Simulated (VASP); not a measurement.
Set up this calculation in VASP 6.6.1, as the native input.

- Task: single point
- Functional: r2SCAN
- Potentials or basis: VASP PAW PBE potentials, release 64 (Fe)
- Cutoff: 660 eV
- k mesh: 13 × 13 × 13
- Occupations: fermi-dirac, width 0.1 eV
- Spin: no spin polarisation
- Dipole correction: no
- Further INCAR settings: ALGO = Normal; EDIFF = 1e-06; NBANDS = 10

Crystal: Fe.

```
CELL_PARAMETERS angstrom
-1.36502 1.36502 1.36502
1.36502 -1.36502 1.36502
1.36502 1.36502 -1.36502
ATOMIC_POSITIONS crystal
Fe 0.00000 0.00000 0.00000
```

These files were run (other wordings do the same):

POSCAR

```
Fe
1.0
   -1.3650158294      1.3650158294      1.3650158294
    1.3650158294     -1.3650158294      1.3650158294
    1.3650158294      1.3650158294     -1.3650158294
Fe
1
Direct
    0.0000000000      0.0000000000      0.0000000000
```

INCAR.step1

```
ALGO = Normal ; EDIFF = 1E-5
ENCUT = 660 ; GGA = PE
GGA_COMPAT = F ; ISMEAR = -1
LASPH = T ; LCHARG = F
LREAL = F ; LWAVE = T
NBANDS = 10 ; NELM = 120
PREC = Accurate ; SIGMA = 0.1
```

INCAR.step2

```
ALGO = Normal ; EDIFF = 1E-6
ENCUT = 660 ; GGA_COMPAT = F
ISIF = 2 ; ISMEAR = -1
ISTART = 1 ; LASPH = T
LCHARG = F ; LMIXTAU = T
LREAL = F ; LWAVE = F
METAGGA = R2SCAN ; NBANDS = 10
NELM = 120 ; PREC = Accurate
SIGMA = 0.1
```

KPOINTS

```
k-points
0
Gamma
  13 13 13
```

Potentials or basis: VASP PAW PBE potentials, release 64 (Fe).

Run with:

```console
$ cat potpaw_PBE.64/Fe/POTCAR > POTCAR
$ cp INCAR.step1 INCAR
$ mpirun -np 1 vasp_std > vasp.out
$ cp INCAR.step2 INCAR
$ mpirun -np 1 vasp_std > vasp.out
```

Results of the run:

| Item | Value |
| --- | --- |
| Pressure | 0.7 GPa |
| Band gap on the k mesh | zero (band 4 reaches 7.87 eV, above the bottom of band 5 at 5.84 eV) |

Caveat: the PAW data sets were made with another functional, which shifts forces and pressure a little; the run has no spin polarisation, though such a crystal can be magnetic.

It took 22 s on 1 thread of Intel(R) Xeon(R) Platinum 8559C (Emerald Rapids), with other jobs on the host, peak memory 0.13 GiB.
